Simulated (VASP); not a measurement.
Here is a VASP 6.6.1 calculation.

The input POSCAR:

```
Be2C
1.0
    0.0000000000      2.1604856457      2.1604856457
    2.1604856457      0.0000000000      2.1604856457
    2.1604856457      2.1604856457      0.0000000000
Be C
2 1
Direct
    0.7500000000      0.7500000000      0.7500000000
    0.2500000000      0.2500000000      0.2500000000
    0.0000000000      0.0000000000      0.0000000000
```

The input INCAR.step1:

```
PREC = Accurate
ENCUT = 520
EDIFF = 1E-5
ISMEAR = 0
SIGMA = 0.01
LREAL = F
LASPH = T
NELM = 120
ALGO = Normal
ISIF = 2
LWAVE = T
LCHARG = F
NBANDS = 11
GGA = PE
GGA_COMPAT = F
```

INCAR.step2

```
PREC = Accurate
ENCUT = 520
EDIFF = 1E-6
ISMEAR = 0
SIGMA = 0.01
LREAL = F
LASPH = T
NELM = 120
ALGO = Normal
ISIF = 2
LWAVE = F
LCHARG = F
GGA = PE
LHFCALC = T
HFSCREEN = 0.2079
PRECFOCK = Normal
NBANDS = 11
ISTART = 1
GGA_COMPAT = F
```

Contents of KPOINTS:

```
Automatic mesh
0
Gamma
  8 8 8
```

Potentials or basis: VASP PAW PBE potentials, release 64 (Be, C).

The run is started by

```sh
$ cat potpaw_PBE.64/Be/POTCAR potpaw_PBE.64/C/POTCAR > POTCAR
$ cp INCAR.step1 INCAR
$ mpirun -np 1 vasp_std > vasp.out
$ cp INCAR.step2 INCAR
$ mpirun -np 1 vasp_std > vasp.out
```

**Question.** Predict the pressure.

**Answer.** -1.9 GPa.

**Question.** Estimate the band gap on the k mesh.

**Answer.** 1.90 eV (least direct gap 5.13 eV).

Caveat: the PAW data sets were made with another functional, which shifts forces and pressure a little. A k mesh can miss the band edges.
